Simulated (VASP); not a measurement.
Here is a VASP 6.6.1 calculation.

INCAR

```
SYSTEM = GaAs
PREC = Accurate
ENCUT = 500
EDIFF = 1E-6
ISMEAR = 0
SIGMA = 0.01
LREAL = .FALSE.
LASPH = .TRUE.
NELM = 120
ALGO = Normal
ISIF = 2
LWAVE = .FALSE.
LCHARG = .FALSE.
GGA = PE
NBANDS = 16
GGA_COMPAT = .FALSE.
```

KPOINTS

```
regular mesh
0
G
  4 4 4
  0 0 0
```

File POSCAR:

```
GaAs
1.0
    0.0000000000      2.8725648360      2.8725648360
    2.8725648360      0.0000000000      2.8725648360
    2.8725648360      2.8725648360      0.0000000000
Ga As
1 1
Direct
    0.0000000000      0.0000000000      0.0000000000
    0.7500000000      0.7500000000      0.7500000000
```

Potentials or basis: VASP PAW PBE potentials, release 64 (Ga_d, As).

Run with:

```console
$ cat potpaw_PBE.64/Ga_d/POTCAR potpaw_PBE.64/As/POTCAR > POTCAR
$ mpirun -np 1 vasp_std > vasp.out
```

Task: Estimate the pressure.

Result: 0.3 GPa.

Task: Predict the band gap on the k mesh.

Result: 0.15 eV, direct.

Caveat: the k points lie up to 0.47 Å⁻¹ apart.
